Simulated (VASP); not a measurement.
A run of VASP 6.6.1:

INCAR

```
SYSTEM = Yb
  ALGO = Normal
  EDIFF = 1E-7
  ENCUT = 520
  GGA = PE
  ISIF = 2
  ISMEAR = -1
  LASPH = .True.
  LCHARG = .False.
  LREAL = .False.
  LWAVE = .False.
  NBANDS = 31
  NELM = 60
  PREC = Accurate
  SIGMA = 0.06122561905347299
```

The input KPOINTS:

```
k-points
0
Gamma
  11 11 11
  0 0 0
```

Contents of POSCAR:

```
Yb
1.0
    0.0000000000      4.3158556093      4.3158556093
    4.3158556093      0.0000000000      4.3158556093
    4.3158556093      4.3158556093      0.0000000000
Yb
2
Direct
    0.0000000000      0.0000000000      0.0000000000
    0.2500000000      0.2500000000      0.2500000000
```

Potentials or basis: VASP PAW PBE potentials, release 64 (Yb).

Run with:

```bash
$ cat potpaw_PBE.64/Yb/POTCAR > POTCAR
$ mpirun -np 1 vasp_std > vasp.out
```

Hardware: 1 thread of Intel(R) Xeon(R) 6975P-C (Granite Rapids) (shared host).

Question: How long does it take, and how much memory?

Answer: Run time: 7 min on 1 thread of Intel(R) Xeon(R) 6975P-C (Granite Rapids), on a shared host, peak memory 0.47 GiB. Counts: scf iterations 35, k points 56.
